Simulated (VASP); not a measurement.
# Be (Fmmm) in VASP: further runs

The runs below take Be through single point, with PBEsol.

Everything below comes from runs of VASP 6.6.1. Logs are shortened: lines on timing, memory, paths and dates and some standing lists are left out, and cuts for length are marked.

## 1. The cell of the first run

The typed cell holds 1 atom: a = 2.169 Å, b = 2.169 Å, c = 2.172 Å, α = 109.47°, β = 109.47°, γ = 109.40°.

## 2. Single point, PBEsol (strain +0.0025 x Voigt [0, 0, 0, 0, 0, 1])

INCAR reads:

```
PREC     = Accurate       # precision mode
ENCUT    = 520            # plane-wave cutoff, eV
EDIFF    = 1E-6           # SCF threshold, eV
ISMEAR   = 0              # smearing method
SIGMA    = 0.15           # smearing width, eV
LREAL    = F              # projectors in reciprocal space
LASPH    = T              # aspherical terms in the spheres
NELM     = 100            # most SCF steps
ALGO     = Normal         # electronic algorithm
ISIF     = 2              # what is computed and relaxed
LWAVE    = F              # write WAVECAR
LCHARG   = F              # write CHGCAR
GGA      = PS             # functional
NBANDS   = 7              # bands
```

KPOINTS reads:

```
Automatic mesh
0
Gamma
  26 26 26
```

POSCAR reads:

```
Be
1.0
   -1.2515545501      1.2515545501      1.2531209513
    1.2515545501     -1.2515545501      1.2531209513
    1.2546873525      1.2546873525     -1.2531209513
Be
1
Direct
    0.0000000000      0.0000000000      0.0000000000
```

Potentials or basis: VASP PAW PBE potentials, release 64 (Be).

Command:

```
$ cat potpaw_PBE.64/Be/POTCAR > POTCAR
$ mpirun -np 1 vasp_std > vasp.out
```

OUTCAR:

```text
PREC = Accurate
   ENCUT = 520
   EDIFF = 1E-6
   ISMEAR = 0
   LREAL = F
   LASPH = T
   NELM = 100
   ISIF = 2
   GGA = PS

 ion  position               nearest neighbor table
   1  0.000  0.000  0.000-

  LATTYP: Found a face centered orthorhombic cell.
 ALAT       =     2.5062419026
 B/A-ratio  =     1.4124457954
 C/A-ratio  =     1.4159813293

  Lattice vectors:

 A1 = (   2.5062419026,   0.0031328024,   0.0000000000)
 A2 = (   1.2546873525,   1.2546873525,   1.2531209513)
 A3 = (   1.2515545501,  -1.2515545501,   1.2531209513)

Analysis of symmetry for initial positions (statically):
=====================================================================
 Subroutine PRICEL returns:
 Original cell was already a primitive cell.

 Routine SETGRP: Setting up the symmetry group for a
 face centered orthorhombic supercell.

 Subroutine GETGRP returns: Found  8 space group operations
 (whereof  8 operations were pure point group operations)
 out of a pool of  8 trial point group operations.

The static configuration has the point symmetry D_2h.

Analysis of symmetry for dynamics (positions and initial velocities):
=====================================================================
 Subroutine PRICEL returns:
 Original cell was already a primitive cell.

 Routine SETGRP: Setting up the symmetry group for a
 face centered orthorhombic supercell.

 Subroutine GETGRP returns: Found  8 space group operations
 (whereof  8 operations were pure point group operations)
 out of a pool of  8 trial point group operations.

The dynamic configuration has the point symmetry D_2h.

 Subroutine INISYM returns: Found  8 space group operations
 (whereof  8 operations are pure point group operations),
 and found     1 'primitive' translations

----------------------------------------------------------------------------------------

                                     Primitive cell

  volume of cell :       7.8712

  direct lattice vectors                    reciprocal lattice vectors
    -1.251554550  1.251554550  1.253120951    -0.000498756  0.399004406  0.399003783
     1.251554550 -1.251554550  1.253120951     0.399004406 -0.000498756  0.399003783
     1.254687352  1.254687352 -1.253120951     0.398505651  0.398505651  0.000000000

  length of vectors
     2.168660809  2.168660809  2.172278256     0.564277222  0.564277222  0.563572096

[... 72 lines left out ...]
   ISPIN  =      1    spin polarized calculation?
   LNONCOLLINEAR =      F non collinear calculations
   LSORBIT =      F    spin-orbit coupling
   LASPH  =      T    aspherical Exc in radial PAW
   ENCUT  =  520.0 eV  38.22 Ry    6.18 a.u.   4.03  4.03  4.04*2*pi/ulx,y,z
   NELM   =    100;   NELMIN=  2; NELMDL= -5     # of ELM steps
   EDIFF  = 0.1E-05   stopping-criterion for ELM
   LREAL  =      F    real-space projection
   EDIFFG = 0.1E-04   stopping-criterion for IOM
   NSW    =      0    number of steps for IOM
   IBRION =     -1    ionic relax: 0-MD 1-quasi-New 2-CG
   NFREE  =      0    steps in history (QN), initial steepest desc. (CG)
   ISIF   =      2    stress and relaxation
   ISYM   =      2    0-nonsym 1-usesym 2-fastsym
   POTIM  = 0.5000    time-step for ionic-motion
   TEBEG  =    0.0;   TEEND  =   0.0 temperature during run
   PSTRESS=    0.0 pullay stress
   NELECT =       2.0000    total number of electrons
   NUPDOWN=      -1.0000    fix difference up-down
   EMIN   =  10.00;   EMAX   =-10.00  energy-range for DOS
   EFERMI =   0.00;   METHOD = LEGACY
   ISMEAR =     0;   SIGMA  =   0.15  broadening in eV -4-tet -1-fermi 0-gaus
   EFERMI_NEDOS =   21; number of points for ismear=-14 and -15
   IALGO  =     38    algorithm
   IMIX   =      4    mixing-type and parameters
     AMIX     =   0.40;   BMIX     =  1.00
     AMIX_MAG =   1.60;   BMIX_MAG =  1.00
  volume/ion in A,a.u.               =       7.87        53.12
  Fermi-wavevector in a.u.,A,eV,Ry     =   1.036904  1.959465 14.628587  1.075171
  Thomas-Fermi vector in A             =   2.171317
   LORBIT       =      0    0 simple, 1 ext, 2 COOP (PROOUT), +10 PAW based schemes
   GGA     = PS    functional components
   LHFCALC =     F    Hartree Fock is set to
   AEXX    =    0.0000 exact exchange contribution
   IVDW    =     0    specifies the selected vdW correction
   LEPSILON=     F    determine dielectric tensor
   LRPA    =     F    only Hartree local field effects (RPA)
 non-spin polarized calculation
 Gauss-broadening in eV      SIGMA  =   0.15
  energy-cutoff  :      520.00
  volume of cell :        7.87
 maximum number of plane-waves:       236
   NGX =  7   NGY =  7   NGZ =  7

 number of electron       2.0000000 magnetization

 Free energy of the ion-electron system (eV)
  ---------------------------------------------------
  ext. energy  EPLUGINS =         0.00000000
  ---------------------------------------------------
  free energy    TOTEN  =        -3.90145587 eV

  energy without entropy =       -3.90068089  energy(sigma->0) =       -3.90106838

 E-fermi :   7.9039     XC(G=0): -10.6281

 val. band max:        7.9038027155   @ k =  -0.0385   0.2692   0.3846
 cond. band min:       7.9050289090   @ k =   0.3462   0.2692   0.0000
 fundamental gap:      0.0012261935
 Fermi energy:         7.9038846976

 k-point     1 :       0.0000    0.0000    0.0000
  band No.  band energies     occupation
      1      -4.3161      2.00000
      2      27.2227      0.00000
      3      27.2592      0.00000
      4      27.2953      0.00000
      5      38.6018      0.00000
      6      38.6141      0.00000
      7      38.6336      0.00000
[... 221 lines left out ...]
 k-point    24 :       0.3846    0.0385   -0.0000
  band No.  band energies     occupation
      1       1.2179      2.00000
      2      10.5824      0.00000
      3      20.3738      0.00000
      4      23.1882      0.00000
      5      29.3485      0.00000
      6      33.9227      0.00000
      7      42.5583      0.00000

 [... further k-points ...]
[... 5 lines left out ...]
  --------------------------------------------------------------------------------------
  -------------------------------------------------------------------------------------
  Total       -0.0793634     -0.0793634     -0.0793904     -0.0264255      0.0000000      0.0000000
  in kB      -16.1544662    -16.1544662    -16.1599662     -5.3789219      0.0000000      0.0000000
  external PRESSURE =     -16.1562996 kB  Pullay stress =       0.0000000 kB

 VOLUME and BASIS-vectors are now :
 -----------------------------------------------------------------------------
  energy-cutoff  :      520.00
  volume of cell :        7.87
      direct lattice vectors                 reciprocal lattice vectors
    -1.251554550  1.251554550  1.253120951    -0.000498756  0.399004406  0.399003783
     1.251554550 -1.251554550  1.253120951     0.399004406 -0.000498756  0.399003783
     1.254687352  1.254687352 -1.253120951     0.398505651  0.398505651  0.000000000

 POSITION                                       TOTAL-FORCE (eV/Angst)
 -----------------------------------------------------------------------------------
      0.00000      0.00000      0.00000        -0.000000      0.000000      0.000000
 -----------------------------------------------------------------------------------
    total drift:                                0.000000      0.000000     -0.000000

  FREE ENERGIE OF THE ION-ELECTRON SYSTEM (eV)
  ---------------------------------------------------
  free  energy   TOTEN  =        -3.9014558728 eV

  energy  without entropy=       -3.9006808893  energy(sigma->0) =       -3.90106838
```

OSZICAR:

```text
N       E                     dE             d eps       ncg     rms          rms(c)
DAV:   1    -0.265301251537E+01   -0.26530E+01   -0.11637E+03 37534   0.237E+02
DAV:   2    -0.391282507886E+01   -0.12598E+01   -0.11986E+01 47880   0.254E+01
DAV:   3    -0.391483956549E+01   -0.20145E-02   -0.20143E-02 38822   0.893E-01
DAV:   4    -0.391483992057E+01   -0.35508E-06   -0.35558E-06 52332   0.120E-02
DAV:   5    -0.391483992121E+01   -0.64004E-09   -0.54190E-10 39312   0.583E-05    0.807E-01
DAV:   6    -0.390527396515E+01    0.95660E-02   -0.66159E-04 37688   0.282E-01    0.492E-01
DAV:   7    -0.390146370206E+01    0.38103E-02   -0.71368E-04 36596   0.288E-01    0.163E-02
DAV:   8    -0.390145531296E+01    0.83891E-05   -0.17342E-06 41335   0.125E-02    0.334E-03
DAV:   9    -0.390145587279E+01   -0.55983E-06   -0.16161E-07 35224   0.231E-03
   1 F= -.39014559E+01 E0= -.39010684E+01  d E =-.774983E-03
```

Wall time 42 s (1 thread of AMD EPYC 9R14 (Zen 4), shared host); peak memory 0.19 GiB.

What came out:

* Free energy: -3.9015 eV
* Pressure: -1.6 GPa
* Band gap on the k mesh: zero (band 1 reaches 11.84 eV, above the bottom of band 2 at 6.57 eV)

Caveat: the cell differs from its parent crystal (strain +0.0025 x Voigt [0, 0, 0, 0, 0, 1]); the PAW data sets were made with another functional, which shifts forces and pressure a little.

## 3. Single point, PBEsol (strain +0.0125 x Voigt [0, 0, 0, 0, 0, 1])

INCAR reads:

```
PREC = Accurate ; ENCUT = 520
EDIFF = 1E-7 ; ISMEAR = 0
SIGMA = 0.15 ; LREAL = False
LASPH = True ; NELM = 100
ALGO = Normal ; ISIF = 2
LWAVE = False ; LCHARG = True
GGA = PS ; LELF = True
LVHAR = True ; NBANDS = 7
```

KPOINTS reads:

```
regular mesh
0
Gamma
  26 26 26
```

POSCAR reads:

```
Be
1.0
   -1.2452889454      1.2452889454      1.2531209513
    1.2452889454     -1.2452889454      1.2531209513
    1.2609529572      1.2609529572     -1.2531209513
Be
1
Direct
    0.0000000000      0.0000000000      0.0000000000
```

Potentials or basis: VASP PAW PBE potentials, release 64 (Be).

Command:

```
$ cat potpaw_PBE.64/Be/POTCAR > POTCAR
$ mpirun -np 1 vasp_std > vasp.out
```

Wall time 48 s (1 thread of AMD EPYC 9R14 (Zen 4), shared host); peak memory 0.19 GiB.

Results (log left out):

- Free energy: -3.9007 eV
- Pressure: -1.6 GPa
- Band gap on the k mesh: zero (band 1 reaches 11.77 eV, above the bottom of band 2 at 6.55 eV)

Stress tensor (GPa, compression positive):
```
-1.58 -2.68  0.00
-2.68 -1.58  0.00
 0.00  0.00 -1.60
```

Levels at points of the mesh, in eV from the Fermi level:
```csv
k point,band 1,band 2,band 3,band 4,band 5
"(0.00, 0.00, 0.00)",-12.22,19.17,19.36,19.53,30.63
"(0.50, 0.00, 0.00)",-5.23,0.40,12.22,15.46,20.38
"(0.50, 0.50, 0.00)",-5.13,0.56,12.08,15.36,20.29
"(0.00, 0.00, 0.50)",-5.31,0.24,12.40,15.54,20.50
"(0.50, 0.50, 0.50)",3.87,3.95,4.05,9.81,9.81
```

Caveat: the cell differs from its parent crystal (strain +0.0125 x Voigt [0, 0, 0, 0, 0, 1]); the PAW data sets were made with another functional, which shifts forces and pressure a little.

## 4. Single point, PBEsol (strain +0.0150 x Voigt [0, 0, 0, 0, 0, 1])

INCAR reads:

```
  PREC = Accurate
  ENCUT = 520
  EDIFF = 1E-6
  ISMEAR = 0
  SIGMA = 0.15
  LREAL = False
  LASPH = True
  NELM = 60
  ALGO = Normal
  ISIF = 2
  LWAVE = False
  LCHARG = False
  GGA = PS
  NBANDS = 7
```

KPOINTS reads:

```
Automatic mesh
0
Gamma
  26 26 26
```

POSCAR reads:

```
Be
1.0
   -1.2437225442      1.2437225442      1.2531209513
    1.2437225442     -1.2437225442      1.2531209513
    1.2625193584      1.2625193584     -1.2531209513
Be
1
Direct
    0.0000000000      0.0000000000      0.0000000000
```

Potentials or basis: VASP PAW PBE potentials, release 64 (Be).

Command:

```
$ cat potpaw_PBE.64/Be/POTCAR > POTCAR
$ mpirun -np 1 vasp_std > vasp.out
```

OUTCAR:

```text
PREC = Accurate
   ENCUT = 520
   EDIFF = 1E-6
   ISMEAR = 0
   LREAL = False
   LASPH = True
   NELM = 60
   ISIF = 2
   GGA = PS

 ion  position               nearest neighbor table
   1  0.000  0.000  0.000-

  LATTYP: Found a face centered orthorhombic cell.
 ALAT       =     2.5062419026
 B/A-ratio  =     1.4036069607
 C/A-ratio  =     1.4248201641

  Lattice vectors:

 A1 = (   2.5062419026,   0.0187968142,   0.0000000000)
 A2 = (   1.2625193584,   1.2625193584,   1.2531209513)
 A3 = (   1.2437225442,  -1.2437225442,   1.2531209513)

[... 410 lines left out ...]
  band No.  band energies     occupation
      1       1.2139      2.00000
      2      10.5908      0.00000
      3      20.3824      0.00000
      4      23.1411      0.00000
      5      29.3595      0.00000
      6      33.9692      0.00000
      7      42.5658      0.00000

 [... further k-points ...]
[... 5 lines left out ...]
  --------------------------------------------------------------------------------------
  -------------------------------------------------------------------------------------
  Total       -0.0770690     -0.0770690     -0.0784436     -0.1578670      0.0000000      0.0000000
  in kB      -15.6882920    -15.6882920    -15.9681108    -32.1356657      0.0000000      0.0000000
  external PRESSURE =     -15.7815649 kB  Pullay stress =       0.0000000 kB

 VOLUME and BASIS-vectors are now :
 -----------------------------------------------------------------------------
  energy-cutoff  :      520.00
  volume of cell :        7.87
      direct lattice vectors                 reciprocal lattice vectors
    -1.243722544  1.243722544  1.253120951    -0.002992697  0.399026228  0.399003783
     1.243722544 -1.243722544  1.253120951     0.399026228 -0.002992697  0.399003783
     1.262519358  1.262519358 -1.253120951     0.396033531  0.396033531  0.000000000

 POSITION                                       TOTAL-FORCE (eV/Angst)
 -----------------------------------------------------------------------------------
      0.00000      0.00000      0.00000         0.000000      0.000000     -0.000000
 -----------------------------------------------------------------------------------
    total drift:                               -0.000000     -0.000000     -0.000000

  FREE ENERGIE OF THE ION-ELECTRON SYSTEM (eV)
  ---------------------------------------------------
  free  energy   TOTEN  =        -3.9003063145 eV

  energy  without entropy=       -3.8995118784  energy(sigma->0) =       -3.89990910
```

It took 33 s on 1 thread of Intel Xeon Platinum 8488C (Sapphire Rapids), shared host; peak memory 0.22 GiB.

Results:

```yaml
Free_energy: -3.9003 eV
Pressure: -1.6 GPa
Band_gap_on_the_k_mesh: zero (band 1 reaches 11.76 eV, above the bottom of band 2 at 6.55 eV)
```

Levels at points of the mesh, in eV from the Fermi level:
```
           k point  band 1  band 2  band 3  band 4  band 5  band 6
(0.00, 0.00, 0.00)  -12.22   19.13   19.36   19.57   30.59   30.62
(0.50, 0.00, 0.00)   -5.22    0.40   12.22   15.47   20.38   26.26
(0.50, 0.50, 0.00)   -5.12    0.59   12.05   15.34   20.27   26.03
(0.00, 0.00, 0.50)   -5.33    0.21   12.43   15.56   20.52   26.45
(0.50, 0.50, 0.50)    3.85    3.95    4.07    9.81    9.82   18.39
```

Caveat: the cell differs from its parent crystal (strain +0.0150 x Voigt [0, 0, 0, 0, 0, 1]); the PAW data sets were made with another functional, which shifts forces and pressure a little.

## 5. Overview

| cell | gap on the mesh (eV) | pressure (GPa) |
| --- | --- | --- |
| a = 2.169, b = 2.169, c = 2.172 Å, angles 109.5, 109.5, 109.4°, 1 atom | none | -1.6 |
| a = 2.161, b = 2.161, c = 2.180 Å, angles 109.5, 109.5, 109.1°, 1 atom | none | -1.6 |
| a = 2.160, b = 2.160, c = 2.181 Å, angles 109.5, 109.5, 109.1°, 1 atom | none | -1.6 |

Alike in all rows: task single point; level PBEsol; potentials or basis VASP PAW PBE potentials, release 64 (Be); no spin polarisation; k mesh 26 × 26 × 26; cutoff (eV) 520; smearing gaussian 0.15 eV.

Caveats: the PAW data sets were made with another functional, which shifts forces and pressure a little.

Absolute energies hang on the potentials; compare differences alone.
